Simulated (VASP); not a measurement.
Here is a VASP 6.6.1 calculation.

INCAR

```
PREC = Accurate
ENCUT = 520
EDIFF = 1E-6
ISMEAR = 0
SIGMA = 0.1
LREAL = False
LASPH = True
NELM = 100
ALGO = Normal
ISIF = 2
LWAVE = False
LCHARG = True
GGA = CA
LELF = True
LVHAR = True
NBANDS = 18
```

Contents of KPOINTS:

```
regular mesh
0
Gamma
  18 18 18
```

File POSCAR:

```
Si2Mo
1.0
   -1.5870767710      1.5870767710      3.8887640342
    1.5870767710     -1.5870767710      3.8887640342
    1.5870767710      1.5870767710     -3.8887640342
Si Mo
2 1
Direct
    0.3352267124      0.3352267124      0.0000000000
    0.6647732876      0.6647732876      0.0000000000
    0.0000000000      0.0000000000      0.0000000000
```

Potentials or basis: VASP PAW LDA potentials, release 64 (Si, Mo_sv).

Run with:

```sh
$ cat potpaw_LDA.64/Si/POTCAR potpaw_LDA.64/Mo_sv/POTCAR > POTCAR
$ mpirun -np 1 vasp_std > vasp.out
```

Task: Predict the band gap on the k mesh.

Result: Zero (band 11 reaches 13.08 eV, above the bottom of band 12 at 12.14 eV).

Task: What does it give for the pressure?

Result: 0.6 GPa.

Forces in eV/Å, atoms in the order of the input:
```
Si   0.000  0.000 -0.013
Si   0.000  0.000  0.013
Mo   0.000  0.000  0.000
```
